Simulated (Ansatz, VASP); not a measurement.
**One calculation of SnO, two programs**

The input INCAR:

```
PREC     = Accurate       # precision mode
ENCUT    = 520            # plane-wave cutoff, eV
EDIFF    = 1E-6           # SCF threshold, eV
ISMEAR   = -1             # smearing method
SIGMA    = 0.02           # smearing width, eV
LREAL    = False          # projectors in reciprocal space
LASPH    = True           # aspherical terms in the spheres
NELM     = 60             # most SCF steps
ALGO     = Normal         # electronic algorithm
ISIF     = 2              # what is computed and relaxed
LWAVE    = False          # write WAVECAR
LCHARG   = False          # write CHGCAR
NBANDS   = 17             # bands
```

Contents of KPOINTS:

```
Automatic mesh
0
Gamma
  8 8 8
```

POSCAR

```
SnO
1.0
    0.0000000000      2.5369732559      2.5369732559
    2.5369732559      0.0000000000      2.5369732559
    2.5369732559      2.5369732559      0.0000000000
Sn O
1 1
Direct
    0.0000000000      0.0000000000      0.0000000000
    0.5000000000      0.5000000000      0.5000000000
```

Input for Ansatz:

```yaml
crystal:
  lattice:
    - [0.0, 2.5369732559, 2.5369732559]
    - [2.5369732559, 0.0, 2.5369732559]
    - [2.5369732559, 2.5369732559, 0.0]
  atoms:
    - { symbol: Sn, position: [0.0, 0.0, 0.0] }
    - { symbol: O, position: [0.5, 0.5, 0.5] }
kpoints:
  mp_grid: { grid: [8, 8, 8] }
  band_path:
    path:
      - [0.0, 0.0, 0.0]
      - [0.5, 0.0, 0.5]
      - [0.625, 0.25, 0.625]
      - [0.375, 0.375, 0.75]
      - [0.5, 0.5, 0.5]
      - [0.5, 0.25, 0.75]
      - [0.132894, 0.145671, -0.43335]
      - [-0.102783, 0.053467, 0.470133]
      - [0.5, 0.425, 0.575]
    npoints: 1
hamiltonian:
  xc: lda
scf:
  occupations: { method: fermi_dirac, width: 0.02 }
  n_extra_bands: 4
output:
  forces: true
  stress: true
  eigenvalues: true
```

Alike in both runs: task single point; functional LDA; k mesh 8 × 8 × 8; occupations fermi-dirac, width 0.02 eV; no spin polarisation.

|  | VASP | Ansatz |
| --- | --- | --- |
| version | VASP 6.6.1 | Ansatz 0.2.0 |
| potentials or method | VASP PAW LDA potentials, release 64 (Sn_d, O) | plane waves, PAW |
| plane-wave cutoff (eV) | 520 | 420 |
| valence electrons in the cell | 20 | 20 |

VASP gave:

```
gap on the k mesh at the Fermi level (eV) : 0.87
pressure (GPa)                            : -5.0
```

Question: Which values does Ansatz return?

Answer: gap on the k mesh at the Fermi level (eV): 0.87; pressure (GPa): -5.2.

LDA's correlation is that of Perdew and Zunger in VASP and of Perdew and Wang (1992) in Ansatz.
